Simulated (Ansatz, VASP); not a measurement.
**K3Cd3P2: VASP beside Ansatz**

File INCAR:

```
SYSTEM = K3Cd3P2
PREC = Accurate
ENCUT = 520
EDIFF = 1E-6
ISMEAR = -1
SIGMA = 0.1
LREAL = .False.
LASPH = .True.
NELM = 80
ALGO = Normal
ISIF = 2
LWAVE = .False.
LCHARG = .False.
GGA = CA
NBANDS = 46
```

File KPOINTS:

```
regular mesh
0
Gamma
  7 7 7
  0 0 0
```

The input POSCAR:

```
K3Cd3P2
1.0
    3.0295790000      5.2473800000      0.0000000000
   -3.0295790000      5.2473800000      0.0000000000
    0.0000000000     -3.4982530000      7.0372360000
P Cd K
2 3 3
Direct
    0.7434000000      0.7434000000      0.2302000000
    0.2566000000      0.2566000000      0.7698000000
    0.5000000000      0.5000000000      0.0000000000
    0.0000000000      0.5000000000      0.0000000000
    0.5000000000      0.0000000000      0.0000000000
    0.5000000000      0.5000000000      0.5000000000
    0.0925000000      0.0925000000      0.2775000000
    0.9075000000      0.9075000000      0.7225000000
```

Input for Ansatz:

```yaml
crystal:
  lattice:
    - [3.029579, 5.24738, 0.0]
    - [-3.029579, 5.24738, 0.0]
    - [0.0, -3.498253, 7.037236]
  atoms:
    - { symbol: P, position: [0.7434, 0.7434, 0.2302] }
    - { symbol: P, position: [0.2566, 0.2566, 0.7698] }
    - { symbol: Cd, position: [0.5, 0.5, 0.0] }
    - { symbol: Cd, position: [0.0, 0.5, 0.0] }
    - { symbol: Cd, position: [0.5, 0.0, 0.0] }
    - { symbol: K, position: [0.5, 0.5, 0.5] }
    - { symbol: K, position: [0.0925, 0.0925, 0.2775] }
    - { symbol: K, position: [0.9075, 0.9075, 0.7225] }
  symmetry: { tolerance: 0.0003 }
kpoints:
  mp_grid: { grid: [7, 7, 7], shift: [0, 0, 0] }
  band_path:
    path:
      - [0.0, 0.0, 0.0]
      - [0.0, 0.0, 0.5]
      - [0.29214754, -0.29214754, 0.5]
      - [0.29214754, -0.41570492, 0.20785246]
      - [0.5, 0.0, 0.0]
      - [0.0, 0.0, 0.0]
      - [0.35392623, -0.35392623, 0.0]
      - [0.29214754, -0.35392623, 0.35392623]
      - [0.0, -0.5, 0.5]
      - [0.0, 0.0, 0.0]
    npoints: 6
magnetization:
  spin_polarized: false
scf:
  occupations: { method: fermi_dirac }
  lower_state_search: "off"
  max_iter: 200
hamiltonian:
  pseudopotentials: { kind: paw }
  xc: lda
basis:
  ecutwfc: 420
  fft_grid_basis: typed
output:
  forces: true
  stress: true
  eigenvalues: true
  bader: true
  populations: true
  elf: true
  write_potential: true
  volumetric_format: npy
  dos:
    e_range: [-12, 8]
    de: 0.05
    projected: { site_lists: { Cd: [Cd], K: [K], P: [P] } }
checkpoint:
  read: saved_state
```

Alike in both runs: task single point; functional LDA; k mesh 7 × 7 × 7; no spin polarisation.

```csv
,VASP,Ansatz
version,VASP 6.6.1,Ansatz 0.2.0
potentials or method,"VASP PAW LDA potentials, release 64 (P, Cd, K_sv), cutoff 520 eV",PAW plane waves
occupations,"fermi-dirac, width 0.1 eV",fermi-dirac
valence electrons in the cell,73,97
```

```csv
,VASP,Ansatz,Ansatz less VASP
pressure (GPa),2.4,2.1,-0.32
"traceless stress, the component that is largest in VASP (GPa)",0.68,0.65,-0.032
rms of the force components (eV/Å),0.610,0.567,-0.0428
```

LDA's correlation is that of Perdew and Zunger in VASP and of Perdew and Wang (1992) in Ansatz. Atom by atom the forces differ by 0.043 eV/Å (rms over components). VASP's potentials hold 73 valence electrons a cell and Ansatz's 97, so a difference there can come from the potentials and not from the codes. Ansatz's warnings: structure snapped to symmetry.
